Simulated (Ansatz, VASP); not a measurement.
Two plane-wave programs on LiF

Contents of POSCAR:

```
LiF
1.0
    0.0000000000      2.1525456070      2.1342161016
    2.1525456070      0.0000000000      2.1342161016
    2.1525456070      2.1525456070      0.0000000000
Li F
1 1
Direct
    0.0000000000      0.0000000000      0.0000000000
    0.2500000000      0.2500000000      0.2500000000
```

The input INCAR.step1:

```
SYSTEM = LiF
PREC = Accurate ; ENCUT = 520
EDIFF = 1E-5 ; ISMEAR = 0
SIGMA = 0.01 ; LREAL = .False.
LASPH = .True. ; NELM = 100
ALGO = Normal ; ISIF = 2
LWAVE = .True. ; LCHARG = .False.
GGA = PE ; NBANDS = 12
```

The input INCAR.step2:

```
SYSTEM = LiF
PREC = Accurate ; ENCUT = 520
EDIFF = 1E-6 ; ISMEAR = 0
SIGMA = 0.01 ; LREAL = .False.
LASPH = .True. ; NELM = 100
ALGO = Normal ; ISIF = 2
LWAVE = .False. ; LCHARG = .False.
GGA = PE ; LHFCALC = .True.
HFSCREEN = 0.2079 ; PRECFOCK = Normal
ISTART = 1 ; NBANDS = 12
```

The input KPOINTS:

```
Automatic mesh
0
Gamma
  8 8 8
  0 0 0
```

Input for Ansatz:

```yaml
crystal:
  lattice:
    - [0.0, 2.152545607, 2.1342161016]
    - [2.152545607, 0.0, 2.1342161016]
    - [2.152545607, 2.152545607, 0.0]
  atoms:
    - { symbol: Li, position: [0.0, 0.0, 0.0] }
    - { symbol: F, position: [0.25, 0.25, 0.25] }
kpoints:
  mp_grid: { grid: [8, 8, 8] }
  band_path:
    path:
      - [0.0, 0.0, 0.0]
      - [-0.5, -0.5, 0.0]
      - [-0.375, -0.375, 0.25]
      - [-0.375, 0.0, 0.375]
      - [0.0, 0.0, 0.5]
      - [-0.5, -0.25, 0.25]
    npoints: 1
hamiltonian:
  xc: hse06
scf:
  occupations: { method: fixed }
  n_extra_bands: 4
output:
  forces: true
  stress: true
  eigenvalues: true
  write_density: true
  write_potential: true
  elf: true
  volumetric_format: npy
```

Change from the starting cell: epitaxial_xy strain +0.4%.

Alike in both runs: task single point; functional HSE06; k mesh 8 × 8 × 8; no spin polarisation.

```csv
,VASP,Ansatz
version,VASP 6.6.1,Ansatz 0.2.0
potentials or method,"VASP PAW PBE potentials, release 64 (Li_sv, F)","plane waves, PAW"
plane-wave cutoff (eV),520,420
occupations,"gaussian, width 0.01 eV",fixed
valence electrons in the cell,10,10
```

```tsv
	VASP	Ansatz	Ansatz less VASP
gap on the k mesh at the Fermi level (eV)	10.06	10.09	+0.025
```

Ansatz's warnings: stress exchange threshold loose, stress scf threshold loose.

Noted on VASP's run: the cutoff is short for stress, so the pressure is rough.
